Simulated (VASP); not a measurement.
SnO: single point with LDA

The system is SnO.

```
Sn O
1.0
     3.83895    0.00000    0.00000
     0.00000    3.83895    0.00000
     0.00000    0.00000    4.91928
Sn O
2 2
Direct
  0.50000 0.00000 0.76463
  0.00000 0.50000 0.23537
  0.00000 0.00000 0.00000
  0.50000 0.50000 0.00000
```

- Program: VASP 6.6.1
- Task: single point
- Functional: LDA
- Potentials or basis: VASP PAW LDA potentials, release 64 (Sn_d, O)
- Cutoff: 600 eV
- k mesh: 7 × 7 × 6
- Occupations: fermi-dirac, width 0.05 eV
- Spin: no spin polarisation

The pressure is -4.8 GPa, the largest force is 0.393 eV/Å and the band gap on the k mesh is 0.50 eV (least direct gap 1.97 eV).

Forces on the atoms (eV/Å):
```
Sn   0.000  0.000  0.393
Sn   0.000  0.000 -0.393
O    0.000  0.000  0.000
O    0.000  0.000  0.000
```

Stress tensor (GPa, compression positive):
```
-5.07  0.00  0.00
 0.00 -5.07  0.00
 0.00  0.00 -4.13
```

Levels at points of the mesh, in eV from the valence-band top:
| k point | band 16 | band 17 | band 18 | band 19 | band 20 | band 21 | band 22 | band 23 | band 24 | band 25 |
| --- | --- | --- | --- | --- | --- | --- | --- | --- | --- | --- |
| (0.00, 0.00, 0.00) | -6.02 | -3.25 | -2.96 | -2.96 | 0.00 | 2.01 | 4.18 | 4.77 | 4.77 | 5.56 |
| (0.00, 0.00, 0.50) | -3.31 | -3.21 | -2.98 | -2.98 | -2.00 | 1.57 | 3.06 | 3.06 | 3.70 | 7.81 |

Wall time 69 s on 1 thread of Intel(R) Xeon(R) Platinum 8488C (Sapphire Rapids), with other jobs on the host, peak memory 0.21 GiB.

Caveat: the cell stands under tension; spin-orbit coupling is left out, which moves the levels of the heavy elements; an odd mesh through Γ misses points on the zone boundary, where band edges can lie.
